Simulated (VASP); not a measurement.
# HgTe: single point with PBE

HgTe:

```
Hg Te
1.0
     0.00000    3.19048    3.41966
     3.19048    0.00000    3.41966
     3.19048    3.19048    0.00000
Hg Te
1 1
Direct
  0.00000 0.00000 0.00000
  0.25000 0.25000 0.25000
```

This cell differs from its parent crystal: epitaxial xy strain -3.0%.

```
Program             : VASP 6.6.1
Task                : single point
Functional          : PBE
Potentials or basis : VASP PAW PBE potentials, release 64 (Hg, Te)
Cutoff              : 520 eV
k mesh              : 6 × 6 × 6
Occupations         : fermi-dirac, width 0.02 eV
Spin                : no spin polarisation
```

```json
{"Pressure": "2.2 GPa", "Band gap on the k mesh": "zero (filled and empty bands touch)"}
```

Stress tensor (GPa, compression positive):
```
2.56 0.00 0.00
0.00 2.56 0.00
0.00 0.00 1.51
```

Levels at points of the mesh, in eV from the Fermi level:
```tsv
k point	band 5	band 6	band 7	band 8	band 9	band 10	band 11	band 12	band 13	band 14
(0.00, 0.00, 0.00)	-6.78	-6.74	-0.90	-0.26	0.00	0.00	4.23	4.23	4.24	6.42
(0.50, 0.00, 0.00)	-6.74	-6.47	-5.35	-1.16	-0.84	0.60	4.85	5.18	6.81	7.73
(0.50, 0.50, 0.00)	-6.70	-6.42	-5.55	-2.03	-2.03	2.15	2.70	7.73	8.64	8.64
(0.50, 0.00, 0.50)	-6.71	-6.31	-5.22	-2.37	-2.22	1.67	2.40	8.14	8.38	8.66
```

It took 33 s on 1 thread of Intel(R) Xeon(R) 6975P-C (Granite Rapids) (shared host), peak memory 0.21 GiB.

Caveat: the cell differs from its parent crystal (epitaxial xy strain -3.0%); spin-orbit coupling is left out, which moves the levels of the heavy elements.
